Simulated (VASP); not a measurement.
# Rh in VASP: a series of runs

The runs below take Rh through single point, with PBEsol.

All numbers are computed with VASP 6.6.1; they aren't measurements. Logs are shortened: lines on timing, memory, paths and dates and some standing lists are left out, and cuts for length are marked.

**1. The cell of the first run**

It takes space group R-3m (No. 166, trigonal). Conventional cell: a = 2.676 Å, b = 2.676 Å, c = 6.653 Å, α = 90.00°, β = 90.00°, γ = 120.00°. Rh (site symmetry -3m) has 12 Rh at 2.68 to 2.70 Å within 3.5 Å.

**2. Single point, PBEsol (equal xy, yz and zx shear strains of +1 %)**

Input file INCAR:

```
PREC = Accurate
ENCUT = 520
EDIFF = 1E-7
ISMEAR = -1
SIGMA = 0.08
LREAL = F
LASPH = T
NELM = 60
ALGO = Normal
ISIF = 2
LWAVE = F
LCHARG = F
GGA = PS
NBANDS = 14
```

Input file KPOINTS:

```
Automatic mesh
0
Gamma
  16 16 16
```

Input file POSCAR:

```
Rh
1.0
    0.0190155000      1.9110577500      1.9110577500
    1.9110577500      0.0190155000      1.9110577500
    1.9110577500      1.9110577500      0.0190155000
Rh
1
Direct
    0.0000000000      0.0000000000      0.0000000000
```

Potentials or basis: VASP PAW PBE potentials, release 64 (Rh_pv).

Command:

```sh
$ cat potpaw_PBE.64/Rh_pv/POTCAR > POTCAR
$ mpirun -np 1 vasp_std > vasp.out
```

OUTCAR:

```text
PREC = Accurate
   ENCUT = 520
   EDIFF = 1E-7
   ISMEAR = -1
   LREAL = F
   LASPH = T
   NELM = 60
   ISIF = 2
   GGA = PS

 ion  position               nearest neighbor table
   1  0.000  0.000  0.000-

  LATTYP: Found a trigonal (rhomboedric) cell.
 ALAT       =     2.7027106832
 COS(alpha) =     0.5099250056

  Lattice vectors:

 A1 = (   0.0190155000,   1.9110577500,   1.9110577500)
 A2 = (   1.9110577500,   0.0190155000,   1.9110577500)
 A3 = (   1.9110577500,   1.9110577500,   0.0190155000)

Analysis of symmetry for initial positions (statically):
=====================================================================
 Subroutine PRICEL returns:
 Original cell was already a primitive cell.

 Routine SETGRP: Setting up the symmetry group for a
 trigonal (rhombohedral) supercell.

 Subroutine GETGRP returns: Found 12 space group operations
 (whereof 12 operations were pure point group operations)
 out of a pool of 12 trial point group operations.

The static configuration has the point symmetry D_3d.

Analysis of symmetry for dynamics (positions and initial velocities):
=====================================================================
 Subroutine PRICEL returns:
 Original cell was already a primitive cell.

 Routine SETGRP: Setting up the symmetry group for a
 trigonal (rhombohedral) supercell.

 Subroutine GETGRP returns: Found 12 space group operations
 (whereof 12 operations were pure point group operations)
 out of a pool of 12 trial point group operations.

The dynamic configuration has the point symmetry D_3d.

 Subroutine INISYM returns: Found 12 space group operations
 (whereof 12 operations are pure point group operations),
 and found     1 'primitive' translations

----------------------------------------------------------------------------------------

                                     Primitive cell

  volume of cell :      13.7506

  direct lattice vectors                    reciprocal lattice vectors
     0.019015500  1.911057750  1.911057750    -0.265572953  0.262956471  0.262956471
     1.911057750  0.019015500  1.911057750     0.262956471 -0.265572953  0.262956471
     1.911057750  1.911057750  0.019015500     0.262956471  0.262956471 -0.265572953

  length of vectors
     2.702710683  2.702710683  2.702710683     0.456969588  0.456969588  0.456969588

  position of ions in fractional coordinates (direct lattice)
     0.000000000  0.000000000  0.000000000

  ion indices of the primitive-cell ions
   primitive index   ion index
                 1           1

----------------------------------------------------------------------------------------

 KPOINTS: Automatic mesh

Automatic generation of k-mesh.
 Grid dimensions read from file:
 generate k-points for:   16   16   16

 Generating k-lattice:

  Cartesian coordinates                     Fractional coordinates (reciprocal lattice)
    -0.016598310  0.016434779  0.016434779     0.062500000  0.000000000 -0.000000000
     0.016434779 -0.016598310  0.016434779     0.000000000  0.062500000 -0.000000000
     0.016434779  0.016434779 -0.016598310     0.000000000  0.000000000  0.062500000

  Length of vectors
     0.028560599  0.028560599  0.028560599

  Shift w.r.t. Gamma in fractional coordinates (k-lattice)
     0.000000000  0.000000000  0.000000000

 Subroutine IBZKPT returns following result:
 ===========================================

 Found    417 irreducible k-points:

 Following reciprocal coordinates:
            Coordinates               Weight
  0.000000  0.000000  0.000000      1.000000
  0.062500  0.000000 -0.000000      6.000000
  0.125000  0.000000 -0.000000      6.000000
  0.187500  0.000000  0.000000      6.000000
  0.250000  0.000000 -0.000000      6.000000
  0.312500 -0.000000 -0.000000      6.000000
[... 16 lines left out ...]
 -0.125000  0.062500  0.000000     12.000000
 -0.062500  0.062500  0.000000      6.000000
 [... further k-points ...]
   k-points           NKPTS =    417   k-points in BZ     NKDIM =    417   number of bands    NBANDS=     14
   number of dos      NEDOS =    301   number of ions     NIONS =      1
   total plane-waves  NPLWV =   8000
   dimension x,y,z NGX =    20 NGY =   20 NGZ =   20
   dimension x,y,z NGXF=    40 NGYF=   40 NGZF=   40
   ions per type =               1
   NGX,Y,Z   is equivalent  to a cutoff of  12.30, 12.30, 12.30 a.u.
   NGXF,Y,Z  is equivalent  to a cutoff of  24.60, 24.60, 24.60 a.u.
 SYSTEM =  unknown system
   PREC   = accura    normal or accurate (medium, high low for compatibility)
   ISTART =      0    job   : 0-new  1-cont  2-samecut
   ICHARG =      2    charge: 1-file 2-atom 10-const
   ISPIN  =      1    spin polarized calculation?
   LNONCOLLINEAR =      F non collinear calculations
   LSORBIT =      F    spin-orbit coupling
   LASPH  =      T    aspherical Exc in radial PAW
   ENCUT  =  520.0 eV  38.22 Ry    6.18 a.u.   5.03  5.03  5.03*2*pi/ulx,y,z
   NELM   =     60;   NELMIN=  2; NELMDL= -5     # of ELM steps
   EDIFF  = 0.1E-06   stopping-criterion for ELM
   LREAL  =      F    real-space projection
   EDIFFG = 0.1E-05   stopping-criterion for IOM
   NSW    =      0    number of steps for IOM
   IBRION =     -1    ionic relax: 0-MD 1-quasi-New 2-CG
   NFREE  =      0    steps in history (QN), initial steepest desc. (CG)
   ISIF   =      2    stress and relaxation
   ISYM   =      2    0-nonsym 1-usesym 2-fastsym
   POTIM  = 0.5000    time-step for ionic-motion
   TEBEG  =    0.0;   TEEND  =   0.0 temperature during run
   PSTRESS=    0.0 pullay stress
   NELECT =      15.0000    total number of electrons
   NUPDOWN=      -1.0000    fix difference up-down
   EMIN   =  10.00;   EMAX   =-10.00  energy-range for DOS
   EFERMI =   0.00;   METHOD = LEGACY
   ISMEAR =    -1;   SIGMA  =   0.08  broadening in eV -4-tet -1-fermi 0-gaus
   EFERMI_NEDOS =   21; number of points for ismear=-14 and -15
   IALGO  =     38    algorithm
   IMIX   =      4    mixing-type and parameters
     AMIX     =   0.40;   BMIX     =  1.00
     AMIX_MAG =   1.60;   BMIX_MAG =  1.00
  volume/ion in A,a.u.               =      13.75        92.79
  Fermi-wavevector in a.u.,A,eV,Ry     =   1.685253  3.184666 38.641582  2.840076
  Thomas-Fermi vector in A             =   2.768129
   LORBIT       =      0    0 simple, 1 ext, 2 COOP (PROOUT), +10 PAW based schemes
   GGA     = PS    functional components
   LHFCALC =     F    Hartree Fock is set to
   AEXX    =    0.0000 exact exchange contribution
   IVDW    =     0    specifies the selected vdW correction
   LEPSILON=     F    determine dielectric tensor
   LRPA    =     F    only Hartree local field effects (RPA)
 non-spin polarized calculation
  energy-cutoff  :      520.00
  volume of cell :       13.75
 maximum number of plane-waves:       380
   NGX =  9   NGY =  9   NGZ =  9

 number of electron      15.0000006 magnetization

 Free energy of the ion-electron system (eV)
  ---------------------------------------------------
  ext. energy  EPLUGINS =         0.00000000
  ---------------------------------------------------
  free energy    TOTEN  =        -8.14551308 eV

  energy without entropy =       -8.11597748  energy(sigma->0) =       -8.13074528

 E-fermi :  11.7473     XC(G=0): -14.2167

 val. band max:       11.7461907081   @ k =   0.3125   0.3125   0.0625
 cond. band min:      11.7482318129   @ k =  -0.1875   0.1250  -0.0000
 fundamental gap:      0.0020411049
 Fermi energy:        11.7473424096

 k-point     1 :       0.0000    0.0000    0.0000
  band No.  band energies     occupation
      1     -34.5818      2.00000
      2     -34.5770      2.00000
      3     -34.5770      2.00000
      4       3.6994      2.00000
      5       8.5376      2.00000
      6       8.7165      2.00000
      7       8.7165      2.00000
      8      10.7755      1.99999
      9      10.7755      1.99999
     10      27.6825      0.00000
     11      32.1256      0.00000
     12      32.8224      0.00000
     13      33.2989      0.00000
     14      33.2989      0.00000

 k-point     2 :       0.0625    0.0000   -0.0000
  band No.  band energies     occupation
      1     -34.6070      2.00000
      2     -34.5850      2.00000
      3     -34.5812      2.00000
      4       3.8583      2.00000
      5       8.5717      2.00000
      6       8.6710      2.00000
      7       8.7840      2.00000
      8      10.7375      1.99999
      9      10.7384      1.99999
     10      27.9165      0.00000
     11      32.1177      0.00000
     12      32.3503      0.00000
     13      33.1348      0.00000
     14      33.5255      0.00000

 k-point     3 :       0.1250    0.0000   -0.0000
  band No.  band energies     occupation
      1     -34.6903      2.00000
      2     -34.5958      2.00000
      3     -34.5933      2.00000
      4       4.3084      2.00000
      5       8.4493      2.00000
      6       8.7743      2.00000
      7       8.9555      2.00000
      8      10.6623      2.00000
      9      10.6649      2.00000
     10      28.5211      0.00000
     11      30.6403      0.00000
     12      32.1283      0.00000
     13      33.7955      0.00000
     14      34.1759      0.00000

 k-point     4 :       0.1875    0.0000    0.0000
  band No.  band energies     occupation
      1     -34.8138      2.00000
      2     -34.6119      2.00000
      3     -34.6113      2.00000
      4       4.9459      2.00000
      5       8.3265      2.00000
      6       8.9148      2.00000
      7       9.1215      2.00000
      8      10.6686      2.00000
      9      10.6780      2.00000
     10      28.7424      0.00000
     11      29.2117      0.00000
     12      32.1271      0.00000
     13      34.8185      0.00000
     14      35.1554      0.00000

 k-point     5 :       0.2500    0.0000   -0.0000
  band No.  band energies     occupation
      1     -34.9576      2.00000
      2     -34.6325      2.00000
      3     -34.6307      2.00000
      4       5.5193      2.00000
      5       8.5320      2.00000
      6       8.9220      2.00000
      7       9.1365      2.00000
      8      10.8930      1.99995
      9      10.9278      1.99993
     10      26.8726      0.00000
     11      29.2862      0.00000
[... 276 lines left out ...]
 k-point    22 :      -0.1875    0.0625   -0.0000
  band No.  band energies     occupation
      1     -34.8697      2.00000
      2     -34.6448      2.00000
      3     -34.6101      2.00000
      4       5.2951      2.00000
      5       8.1974      2.00000
      6       9.0218      2.00000
      7       9.1995      2.00000
      8      10.3840      2.00000
      9      11.0889      1.99947
     10      28.2114      0.00000
     11      29.4684      0.00000
     12      32.1266      0.00000
     13      34.0856      0.00000
     14      36.2153      0.00000

 k-point    23 :      -0.1250    0.0625    0.0000
  band No.  band energies     occupation
      1     -34.7424      2.00000
      2     -34.6211      2.00000
      3     -34.5946      2.00000
      4       4.6419      2.00000
      5       8.2968      2.00000
      6       8.8887      2.00000
      7       9.1021      2.00000
      8      10.4044      2.00000
      9      10.8574      1.99997
     10      28.9343      0.00000
     11      30.0170      0.00000
     12      32.1277      0.00000
     13      33.4440      0.00000
     14      34.9140      0.00000

 k-point    24 :      -0.0625    0.0625    0.0000
  band No.  band energies     occupation
      1     -34.6495      2.00000
      2     -34.5994      2.00000
      3     -34.5854      2.00000
      4       4.1171      2.00000
      5       8.5039      2.00000
      6       8.7036      2.00000
      7       8.9149      2.00000
      8      10.5758      2.00000
      9      10.7898      1.99999
     10      28.2875      0.00000
     11      31.5453      0.00000
     12      32.1316      0.00000
     13      33.1248      0.00000
     14      33.9206      0.00000

 [... further k-points ...]
[... 5 lines left out ...]
  --------------------------------------------------------------------------------------
  -------------------------------------------------------------------------------------
  Total       -0.4157535     -0.4157535     -0.4157535     -0.1660680     -0.1660680     -0.1660680
  in kB      -48.4424093    -48.4424093    -48.4424093    -19.3497683    -19.3497683    -19.3497683
  external PRESSURE =     -48.4424093 kB  Pullay stress =       0.0000000 kB

 VOLUME and BASIS-vectors are now :
 -----------------------------------------------------------------------------
  energy-cutoff  :      520.00
  volume of cell :       13.75
      direct lattice vectors                 reciprocal lattice vectors
     0.019015500  1.911057750  1.911057750    -0.265572953  0.262956471  0.262956471
     1.911057750  0.019015500  1.911057750     0.262956471 -0.265572953  0.262956471
     1.911057750  1.911057750  0.019015500     0.262956471  0.262956471 -0.265572953

 POSITION                                       TOTAL-FORCE (eV/Angst)
 -----------------------------------------------------------------------------------
      0.00000      0.00000      0.00000        -0.000000     -0.000000     -0.000000
 -----------------------------------------------------------------------------------
    total drift:                               -0.000000     -0.000000     -0.000000

  FREE ENERGIE OF THE ION-ELECTRON SYSTEM (eV)
  ---------------------------------------------------
  free  energy   TOTEN  =        -8.1455130816 eV

  energy  without entropy=       -8.1159774752  energy(sigma->0) =       -8.13074528
```

It took 2.5 min on 1 thread of AMD EPYC 7R13, shared host; peak memory 0.15 GiB.

What came out:

* Free energy: -8.1455 eV
* Pressure: -4.8 GPa

Levels at points of the mesh, in eV from the Fermi level:
```csv
k point,band 5,band 6,band 7,band 8,band 9,band 10
"(0.00, 0.00, 0.00)",-3.21,-3.03,-3.03,-0.97,-0.97,15.94
"(0.50, 0.00, 0.00)",-3.28,-3.06,0.54,0.66,0.71,8.67
"(0.50, 0.50, 0.00)",-5.97,0.56,1.00,1.00,3.18,12.23
"(0.50, 0.50, 0.50)",-3.14,-3.14,0.51,0.56,0.56,8.37
```

Caveat: the cell differs from its parent crystal (equal xy, yz and zx shear strains of +1 %); the PAW data sets were made with another functional, which shifts forces and pressure a little.

**3. Single point, PBEsol (equal xy, yz and zx shear strains of +3 %)**

Input file INCAR:

```
ALGO = Normal
EDIFF = 1E-6
ENCUT = 520
GGA = PS
ISIF = 2
ISMEAR = -1
LASPH = True
LCHARG = False
LREAL = False
LWAVE = False
NBANDS = 14
NELM = 100
PREC = Accurate
SIGMA = 0.08
```

Input file KPOINTS:

```
k-points
0
Gamma
  16 16 16
```

Input file POSCAR:

```
Rh
1.0
    0.0570465000      1.9300732500      1.9300732500
    1.9300732500      0.0570465000      1.9300732500
    1.9300732500      1.9300732500      0.0570465000
Rh
1
Direct
    0.0000000000      0.0000000000      0.0000000000
```

Potentials or basis: VASP PAW PBE potentials, release 64 (Rh_pv).

Command:

```sh
$ cat potpaw_PBE.64/Rh_pv/POTCAR > POTCAR
$ mpirun -np 1 vasp_std > vasp.out
```

Run time: 2.2 min. Hardware: 1 thread of AMD EPYC 7R13, shared host; peak memory 0.15 GiB.

The run converged. Its results:

```
Free energy : -8.1261 eV
Pressure    : -4.0 GPa
```

Stress tensor (GPa, compression positive):
```
-4.05 -5.77 -5.77
-5.77 -4.05 -5.77
-5.77 -5.77 -4.05
```

Levels at points of the mesh, in eV from the Fermi level:
```csv
k point,band 3,band 4,band 5,band 6,band 7,band 8,band 9,band 10,band 11,band 12
"(0.00, 0.00, 0.00)",-46.32,-8.05,-3.45,-2.94,-2.94,-0.94,-0.94,15.90,20.39,20.50
"(0.50, 0.00, 0.00)",-46.42,-6.16,-3.50,-2.86,0.43,0.80,0.82,8.85,15.33,20.39
"(0.50, 0.50, 0.00)",-46.58,-6.35,-5.98,0.52,1.00,1.06,3.20,12.25,12.70,13.82
"(0.50, 0.50, 0.50)",-46.39,-6.19,-3.10,-3.10,0.22,0.51,0.51,7.93,15.82,20.39
```

Caveat: the cell differs from its parent crystal (equal xy, yz and zx shear strains of +3 %); the PAW data sets were made with another functional, which shifts forces and pressure a little.

**4. Single point, PBEsol (zz strain of -3 %)**

Input file INCAR:

```
SYSTEM = Rh
PREC = Accurate ; ENCUT = 520
EDIFF = 1E-6 ; ISMEAR = -1
SIGMA = 0.08 ; LREAL = .False.
LASPH = .True. ; NELM = 60
ALGO = Normal ; ISIF = 2
LWAVE = .False. ; LCHARG = .False.
GGA = PS ; NBANDS = 14
```

Input file KPOINTS:

```
regular mesh
0
Gamma
  16 16 16
  0 0 0
```

Input file POSCAR:

```
Rh
1.0
    0.0000000000      1.9015500000      1.8445035000
    1.9015500000      0.0000000000      1.8445035000
    1.9015500000      1.9015500000      0.0000000000
Rh
1
Direct
    0.0000000000      0.0000000000      0.0000000000
```

Command:

```sh
$ cat potpaw_PBE.64/Rh_pv/POTCAR > POTCAR
$ mpirun -np 1 vasp_std > vasp.out
```

Run time: 1.9 min. Hardware: 1 thread of AMD EPYC 7R13, shared host; peak memory 0.14 GiB.

It converged, with:

```
Free energy : -8.1426 eV
Pressure    : 4.0 GPa
```

Stress tensor (GPa, compression positive):
```
1.42 0.00 0.00
0.00 1.42 0.00
0.00 0.00 9.30
```

Levels at points of the mesh, in eV from the Fermi level:
```
           k point  band 3  band 4  band 5  band 6  band 7  band 8  band 9  band 10  band 11  band 12
(0.00, 0.00, 0.00)  -46.36   -8.27   -3.34   -3.34   -3.01   -1.23   -0.82    15.93    20.29    21.21
(0.50, 0.00, 0.00)  -46.46   -6.42   -3.49   -3.13    0.53    0.63    0.71     8.92    15.41    20.30
(0.50, 0.50, 0.00)  -46.71   -6.64   -6.27    0.59    1.07    1.07    3.68    13.04    13.04    13.21
(0.50, 0.00, 0.50)  -46.64   -6.63   -6.23    0.60    0.90    1.19    3.00    12.34    13.43    13.80
```

Caveat: the cell differs from its parent crystal (zz strain of -3 %); the PAW data sets were made with another functional, which shifts forces and pressure a little.

**5. Overview**

```csv
cell,gap on the mesh (eV),pressure (GPa)
"a = 2.703 Å, angles 59.3°, 1 atom",none,-4.8
"a = 2.730 Å, angles 58.0°, 1 atom",none,-4.0
"a = 2.649, b = 2.649, c = 2.689 Å, angles 59.5, 59.5, 61.0°, 1 atom",none,4.0
```

Alike in all rows: task single point; level PBEsol; potentials or basis VASP PAW PBE potentials, release 64 (Rh_pv); no spin polarisation; k mesh 16 × 16 × 16; cutoff (eV) 520; smearing fermi-dirac 0.08 eV.

Caveats: the PAW data sets were made with another functional, which shifts forces and pressure a little.

Absolute energies hang on the potentials; compare differences alone.
